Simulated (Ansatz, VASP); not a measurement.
**Two plane-wave programs on PN**

```
CELL_PARAMETERS angstrom
-1.35207 6.63622 2.08354
1.35207 -6.63622 2.08354
1.35207 6.63622 -2.08354
ATOMIC_POSITIONS crystal
P 0.24590 0.56762 0.67828
P 0.88934 0.56762 0.32172
N 0.08835 0.30110 0.78725
N 0.51384 0.30110 0.21275
```

Alike in both runs: functional PBE; k mesh 12 × 12 × 12; occupations gaussian, width 0.02 eV; no spin polarisation.

Ansatz relaxed the structure, and its values are those at the end. VASP's run is a single point on that final structure, the one shown.

```csv
,VASP,Ansatz
version,VASP 6.6.1,Ansatz 0.2.0
potentials or method,"VASP PAW PBE potentials, release 64 (P, N), cutoff 600 eV","scalar-relativistic, plane waves, PAW"
valence electrons in the cell,20,20
```

|  | VASP | Ansatz | Ansatz less VASP |
| --- | --- | --- | --- |
| gap on the k mesh at the Fermi level (eV) | 1.49 | 1.48 | -0.013 |
| least direct gap on the mesh (eV) | 2.16 | 2.14 | -0.024 |
| pressure (GPa) | -0.7 | 0.0 | +0.70 |
| rms of the force components (eV/Å) | 0.058 | 0.001 | -0.0574 |
